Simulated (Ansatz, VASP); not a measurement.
## RbBr in VASP and in Ansatz

File INCAR:

```
SYSTEM = RbBr
PREC     = Accurate       ! precision mode
ENCUT    = 520            ! plane-wave cutoff, eV
EDIFF    = 1E-6           ! SCF threshold, eV
ISMEAR   = -1             ! smearing method
SIGMA    = 0.05           ! smearing width, eV
LREAL    = .False.        ! projectors in reciprocal space
LASPH    = .True.         ! aspherical terms in the spheres
NELM     = 60             ! most SCF steps
ALGO     = Normal         ! electronic algorithm
ISIF     = 2              ! what is computed and relaxed
LWAVE    = .False.        ! write WAVECAR
LCHARG   = .False.        ! write CHGCAR
GGA      = CA             ! functional
NBANDS   = 15             ! bands
```

Contents of KPOINTS:

```
Automatic mesh
0
Gamma
  7 7 7
  0 0 0
```

POSCAR

```
RbBr
1.0
    0.0000000000      3.4942131424      3.4942131424
    3.4942131424      0.0000000000      3.4942131424
    3.4942131424      3.4942131424      0.0000000000
Rb Br
1 1
Direct
    0.0000000000      0.0000000000      0.0000000000
    0.5000000000      0.5000000000      0.5000000000
```

The input input.yaml:

```yaml
crystal:
  lattice:
    - [0.0, 3.4942131424, 3.4942131424]
    - [3.4942131424, 0.0, 3.4942131424]
    - [3.4942131424, 3.4942131424, 0.0]
  atoms:
    - { symbol: Rb, position: [0.0, 0.0, 0.0] }
    - { symbol: Br, position: [0.5, 0.5, 0.5] }
hamiltonian:
  xc: lda
  pseudopotentials: { kind: paw }
kpoints:
  mp_grid: { grid: [7, 7, 7] }
scf:
  occupations: { method: fermi_dirac, width: 0.05 }
output:
  forces: true
  stress: true
  eigenvalues: true
```

Alike in both runs: task single point; functional LDA; k mesh 7 × 7 × 7; occupations fermi-dirac, width 0.05 eV; no spin polarisation.

|  | VASP | Ansatz |
| --- | --- | --- |
| version | VASP 6.6.1 | Ansatz 0.2.0 |
| potentials or method | VASP PAW LDA potentials, release 64 (Rb_sv, Br) | Ansatz PAW |
| plane-wave cutoff (eV) | 520 | 420 |
| valence electrons in the cell | 16 | 16 |

VASP gave:

- gap on the k mesh at the Fermi level (eV): 3.83
- least direct gap on the mesh (eV): 3.83
- pressure (GPa): -1.8

Estimate Ansatz's values.

gap on the k mesh at the Fermi level (eV): 3.82; least direct gap on the mesh (eV): 3.82; pressure (GPa): -1.8.

LDA's correlation is that of Perdew and Zunger in VASP and of Perdew and Wang (1992) in Ansatz.

Noted on Ansatz's run: odd divisions of the mesh miss points on the zone boundary, where band edges often lie, so the gap on the mesh can be too wide.
